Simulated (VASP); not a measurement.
A run of VASP 6.6.1:

Contents of INCAR:

```
PREC     = Accurate       # precision mode
ENCUT    = 520            # plane-wave cutoff, eV
EDIFF    = 1E-7           # SCF threshold, eV
ISMEAR   = -1             # smearing method
SIGMA    = 0.05           # smearing width, eV
LREAL    = False          # projectors in reciprocal space
LASPH    = True           # aspherical terms in the spheres
NELM     = 100            # most SCF steps
ALGO     = Normal         # electronic algorithm
ISIF     = 2              # what is computed and relaxed
LWAVE    = False          # write WAVECAR
LCHARG   = True           # write CHGCAR
LELF     = True           # ELF
LVHAR    = True         
NBANDS   = 11             # bands
```

The input KPOINTS:

```
regular mesh
0
Gamma
  8 8 8
```

The input POSCAR:

```
Hf
1.0
    0.0000000000      2.1835966415      2.1835966415
    2.1835966415      0.0000000000      2.1835966415
    2.1835966415      2.1835966415      0.0000000000
Hf
1
Direct
    0.0000000000      0.0000000000      0.0000000000
```

Potentials or basis: VASP PAW LDA potentials, release 64 (Hf_pv).

Run with:

```bash
$ cat potpaw_LDA.64/Hf_pv/POTCAR > POTCAR
$ mpirun -np 1 vasp_std > vasp.out
```

Hardware: 1 thread of Intel Xeon 8259CL, on a shared host.

**Question.** How long does it take, and how much memory?

**Answer.** It took 13 s on 1 thread of Intel Xeon 8259CL (shared host), peak memory 0.13 GiB. Counts: scf iterations 12, k points 29.
